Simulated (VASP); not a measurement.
A run of VASP 6.6.1:

File INCAR:

```
SYSTEM = PbF2
  PREC = Accurate
  ENCUT = 600
  EDIFF = 1E-6
  ISMEAR = -1
  SIGMA = 0.05
  LREAL = .False.
  LASPH = .True.
  NELM = 120
  ALGO = Normal
  ISIF = 2
  LWAVE = .False.
  LCHARG = .True.
  GGA = RP
  LELF = .True.
  LVHAR = .True.
  NBANDS = 21
  GGA_COMPAT = .False.
```

File KPOINTS:

```
regular mesh
0
Gamma
  8 8 8
  0 0 0
```

Contents of POSCAR:

```
PbF2
1.0
    0.0000000000      3.0489975379      3.0489975379
    3.0489975379      0.0000000000      3.0489975379
    3.0489975379      3.0489975379      0.0000000000
Pb F
1 2
Direct
    0.0000000000      0.0000000000      0.0000000000
    0.7500000000      0.7500000000      0.7500000000
    0.2500000000      0.2500000000      0.2500000000
```

Potentials or basis: VASP PAW PBE potentials, release 64 (Pb_d, F).

The run is started by

```sh
$ cat potpaw_PBE.64/Pb_d/POTCAR potpaw_PBE.64/F/POTCAR > POTCAR
$ mpirun -np 1 vasp_std > vasp.out
```

Hardware: 1 thread of Intel(R) Xeon(R) Platinum 8375C CPU @ 2.90GHz (Ice Lake), on a shared host.

Task: Estimate the wall time of this run.

Result: It took 32 s on 1 thread of Intel(R) Xeon(R) Platinum 8375C CPU @ 2.90GHz (Ice Lake), on a shared host, peak memory 0.21 GiB. Counts: scf iterations 14, k points 29.
